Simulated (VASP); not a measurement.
# TaF3 (Pm-3m) in VASP: density of states with PBEsol

Aim: the density of states of TaF3 with PBEsol.

All numbers are computed with VASP 6.6.1; they aren't measurements. Logs are shortened: lines on timing, memory, paths and dates and some standing lists are left out, and cuts for length are marked.

## 1. The cell of the first run

The structure is cubic, space group Pm-3m (No. 221). Conventional cell: a = 3.918 Å, b = 3.918 Å, c = 3.918 Å, α = 90.00°, β = 90.00°, γ = 90.00°. Within 2.6 Å of Ta (site symmetry m-3m) lie 6 F at 1.96 Å. Within 2.6 Å of F (site symmetry 4/mmm) lie 2 Ta at 1.96 Å.

## 2. Density of states, PBEsol

POSCAR reads:

```
TaF3
1.0
    3.9183740000      0.0000000000      0.0000000000
    0.0000000000      3.9183740000      0.0000000000
    0.0000000000      0.0000000000      3.9183740000
Ta F
1 3
Direct
    0.0000000000      0.0000000000      0.0000000000
    0.5000000000      0.0000000000      0.0000000000
    0.0000000000      0.5000000000      0.0000000000
    0.0000000000      0.0000000000      0.5000000000
```

INCAR.step1 reads:

```
SYSTEM = TaF3
PREC = Accurate
ENCUT = 520
EDIFF = 1E-6
ISMEAR = 1
SIGMA = 0.1493
LREAL = .False.
LASPH = .True.
NELM = 60
ALGO = Normal
ISIF = 2
LWAVE = .False.
LCHARG = .True.
LMAXMIX = 4
GGA = PS
NBANDS = 24
```

KPOINTS.step1 reads:

```
Automatic mesh
0
Gamma
  9 9 9
  0 0 0
```

INCAR.step2 reads:

```
SYSTEM = TaF3
PREC = Accurate
ENCUT = 520
EDIFF = 1E-6
ISMEAR = -5
SIGMA = 0.1493
LREAL = .False.
LASPH = .True.
NELM = 60
ALGO = Normal
ISIF = 2
LWAVE = .False.
LCHARG = .False.
LMAXMIX = 4
GGA = PS
LORBIT = 10
NEDOS = 2001
ICHARG = 11
```

KPOINTS.step2 reads:

```
Automatic mesh
0
Gamma
  14 14 14
  0 0 0
```

Potentials or basis: VASP PAW PBE potentials, release 64 (Ta_pv, F).

On the command line:

```
> cat potpaw_PBE.64/Ta_pv/POTCAR potpaw_PBE.64/F/POTCAR > POTCAR
> cp INCAR.step1 INCAR
> cp KPOINTS.step1 KPOINTS
> mpirun -np 1 vasp_std > vasp.out
> cp INCAR.step2 INCAR
> cp KPOINTS.step2 KPOINTS
> mpirun -np 1 vasp_std > vasp.out
```

OUTCAR:

```text
SYSTEM = TaF3
   PREC = Accurate
   ENCUT = 520
   EDIFF = 1E-6
   ISMEAR = -5
   LREAL = .False.
   LASPH = .True.
   NELM = 60
   ISIF = 2
   GGA = PS
   LORBIT = 10
   ICHARG = 11

 ion  position               nearest neighbor table
   1  0.000  0.000  0.000-   2 1.96   3 1.96   4 1.96   4 1.96   3 1.96   2 1.96
   2  0.500  0.000  0.000-   1 1.96   1 1.96
   3  0.000  0.500  0.000-   1 1.96   1 1.96
   4  0.000  0.000  0.500-   1 1.96   1 1.96

  LATTYP: Found a simple cubic cell.
 ALAT       =     3.9183740000

  Lattice vectors:

 A1 = (   3.9183740000,   0.0000000000,   0.0000000000)
 A2 = (   0.0000000000,   3.9183740000,   0.0000000000)
 A3 = (   0.0000000000,   0.0000000000,   3.9183740000)

Analysis of symmetry for initial positions (statically):
=====================================================================
 Subroutine PRICEL returns:
 Original cell was already a primitive cell.

 Routine SETGRP: Setting up the symmetry group for a
 simple cubic supercell.

 Subroutine GETGRP returns: Found 48 space group operations
 (whereof 48 operations were pure point group operations)
 out of a pool of 48 trial point group operations.

The static configuration has the point symmetry O_h .

Analysis of symmetry for dynamics (positions and initial velocities):
=====================================================================
 Subroutine PRICEL returns:
 Original cell was already a primitive cell.

 Routine SETGRP: Setting up the symmetry group for a
 simple cubic supercell.

 Subroutine GETGRP returns: Found 48 space group operations
 (whereof 48 operations were pure point group operations)
 out of a pool of 48 trial point group operations.

The dynamic configuration has the point symmetry O_h .

 Subroutine INISYM returns: Found 48 space group operations
 (whereof 48 operations are pure point group operations),
 and found     1 'primitive' translations

----------------------------------------------------------------------------------------

                                     Primitive cell

  volume of cell :      60.1614

  direct lattice vectors                    reciprocal lattice vectors
     3.918374000  0.000000000  0.000000000     0.255207900  0.000000000  0.000000000
     0.000000000  3.918374000  0.000000000     0.000000000  0.255207900  0.000000000
     0.000000000  0.000000000  3.918374000     0.000000000  0.000000000  0.255207900

  length of vectors
[... 91 lines left out ...]
   NSW    =      0    number of steps for IOM
   IBRION =     -1    ionic relax: 0-MD 1-quasi-New 2-CG
   NFREE  =      0    steps in history (QN), initial steepest desc. (CG)
   ISIF   =      2    stress and relaxation
   ISYM   =      2    0-nonsym 1-usesym 2-fastsym
   POTIM  = 0.5000    time-step for ionic-motion
   TEBEG  =    0.0;   TEEND  =   0.0 temperature during run
   PSTRESS=    0.0 pullay stress
   NELECT =      32.0000    total number of electrons
   NUPDOWN=      -1.0000    fix difference up-down
   EMIN   =  10.00;   EMAX   =-10.00  energy-range for DOS
   EFERMI =   0.00;   METHOD = LEGACY
   ISMEAR =    -5;   SIGMA  =   0.15  broadening in eV -4-tet -1-fermi 0-gaus
   EFERMI_NEDOS =   21; number of points for ismear=-14 and -15
   IALGO  =     38    algorithm
   IMIX   =      4    mixing-type and parameters
     AMIX     =   0.40;   BMIX     =  1.00
     AMIX_MAG =   1.60;   BMIX_MAG =  1.00
  volume/ion in A,a.u.               =      15.04       101.50
  Fermi-wavevector in a.u.,A,eV,Ry     =   1.326434  2.506597 23.938455  1.759427
  Thomas-Fermi vector in A             =   2.455821
   LORBIT       =     10    0 simple, 1 ext, 2 COOP (PROOUT), +10 PAW based schemes
   GGA     = PS    functional components
   LHFCALC =     F    Hartree Fock is set to
   AEXX    =    0.0000 exact exchange contribution
   IVDW    =     0    specifies the selected vdW correction
   LEPSILON=     F    determine dielectric tensor
   LRPA    =     F    only Hartree local field effects (RPA)
 non-spin polarized calculation
 Fermi weights with tetrahedron method with Bloechl corrections
  energy-cutoff  :      520.00
  volume of cell :       60.16
 maximum number of plane-waves:      1647
 NGX is ok and might be reduce to    30

 number of electron      31.9999986 magnetization

 Free energy of the ion-electron system (eV)
  ---------------------------------------------------
  ext. energy  EPLUGINS =         0.00000000
  ---------------------------------------------------
  free energy    TOTEN  =       -27.49100342 eV

  energy without entropy =      -27.49100342  energy(sigma->0) =      -27.49100342

 E-fermi :   4.6684     XC(G=0):  -9.1473

 val. band max:        4.6561214886   @ k =   0.4286   0.2143   0.2143
 cond. band min:       4.6324314265   @ k =   0.2143   0.2143   0.2143
 fundamental gap:     -0.0236900621
 Fermi energy:         4.6684152452

 k-point     1 :       0.0000    0.0000    0.0000
  band No.  band energies     occupation
      1     -32.3327      2.00000
      2     -32.3327      2.00000
      3     -32.3327      2.00000
      4     -24.1545      2.00000
      5     -23.8194      2.00000
      6     -23.8194      2.00000
[... 541 lines left out ...]
     19       6.3666      0.00000
     20       7.8530      0.00000

 [... further k-points ...]
[... 5 lines left out ...]
  --------------------------------------------------------------------------------------
  -------------------------------------------------------------------------------------
  Total        6.9111340      6.9111340      6.9111340     -0.0000000     -0.0000000      0.0000000
  in kB      184.0527186    184.0527186    184.0527186     -0.0000000     -0.0000000      0.0000000
  external PRESSURE =     184.0527186 kB  Pullay stress =       0.0000000 kB

 VOLUME and BASIS-vectors are now :
 -----------------------------------------------------------------------------
  energy-cutoff  :      520.00
  volume of cell :       60.16
      direct lattice vectors                 reciprocal lattice vectors
     3.918374000  0.000000000  0.000000000     0.255207900  0.000000000  0.000000000
     0.000000000  3.918374000  0.000000000     0.000000000  0.255207900  0.000000000
     0.000000000  0.000000000  3.918374000     0.000000000  0.000000000  0.255207900

 POSITION                                       TOTAL-FORCE (eV/Angst)
 -----------------------------------------------------------------------------------
      0.00000      0.00000      0.00000         0.000000      0.000000      0.000000
      1.95919      0.00000      0.00000         0.000000      0.000000      0.000000
      0.00000      1.95919      0.00000         0.000000      0.000000      0.000000
      0.00000      0.00000      1.95919         0.000000      0.000000      0.000000
 -----------------------------------------------------------------------------------
    total drift:                               -0.000000      0.000000     -0.000000

  FREE ENERGIE OF THE ION-ELECTRON SYSTEM (eV)
  ---------------------------------------------------
  free  energy   TOTEN  =       -27.4910034203 eV

  energy  without entropy=      -27.4910034203  energy(sigma->0) =      -27.49100342

 total charge

# of ion       s       p       d       tot
------------------------------------------
    1        0.252   6.241   2.599   9.092
    2        1.736   4.402   0.000   6.137
    3        1.736   4.402   0.000   6.137
    4        1.736   4.402   0.000   6.137
--------------------------------------------------
tot          5.459  19.447   2.599  27.504
```

OSZICAR.step1:

```text
N       E                     dE             d eps       ncg     rms          rms(c)
DAV:   1     0.260519457751E+03    0.26052E+03   -0.18107E+04  1680   0.131E+03
DAV:   2    -0.161530079162E+02   -0.27667E+03   -0.26701E+03  2088   0.369E+02
DAV:   3    -0.291668052961E+02   -0.13014E+02   -0.12885E+02  2096   0.796E+01
DAV:   4    -0.292718529463E+02   -0.10505E+00   -0.10503E+00  1864   0.797E+00
DAV:   5    -0.292729392020E+02   -0.10863E-02   -0.10862E-02  2128   0.790E-01    0.319E+01
DAV:   6    -0.274919277380E+02    0.17810E+01   -0.61225E+00  1792   0.228E+01    0.163E+01
DAV:   7    -0.274757339615E+02    0.16194E-01   -0.18250E-01  1856   0.389E+00    0.886E+00
DAV:   8    -0.274778714821E+02   -0.21375E-02   -0.17856E-02  1904   0.129E+00    0.118E+00
DAV:   9    -0.274777226809E+02    0.14880E-03   -0.22056E-03  1968   0.360E-01    0.113E-01
DAV:  10    -0.274797456772E+02   -0.20230E-02   -0.17993E-03  1696   0.251E-01    0.347E-02
DAV:  11    -0.274801702402E+02   -0.42456E-03   -0.46042E-04  1840   0.100E-01    0.430E-02
DAV:  12    -0.274802043300E+02   -0.34090E-04   -0.36174E-05  1848   0.280E-02    0.173E-02
DAV:  13    -0.274802081732E+02   -0.38432E-05   -0.64945E-06  1720   0.147E-02    0.797E-04
DAV:  14    -0.274802084930E+02   -0.31976E-06   -0.54475E-07  1384   0.345E-03
   1 F= -.27480208E+02 E0= -.27477067E+02  d E =-.942573E-02
```

Wall time 2.2 min (1 thread of AMD EPYC 7R43 (Zen 3), shared host); peak memory 0.22 GiB.

What came out:

```yaml
Valence_electrons_inside_the_program's_atomic_spheres: Ta 9.09; F 6.14
```

Caveat: the PAW data sets were made with another functional, which shifts forces and pressure a little; spin-orbit coupling is left out, which moves the levels of the heavy elements; tetrahedron occupations give inexact forces and stress in metals.
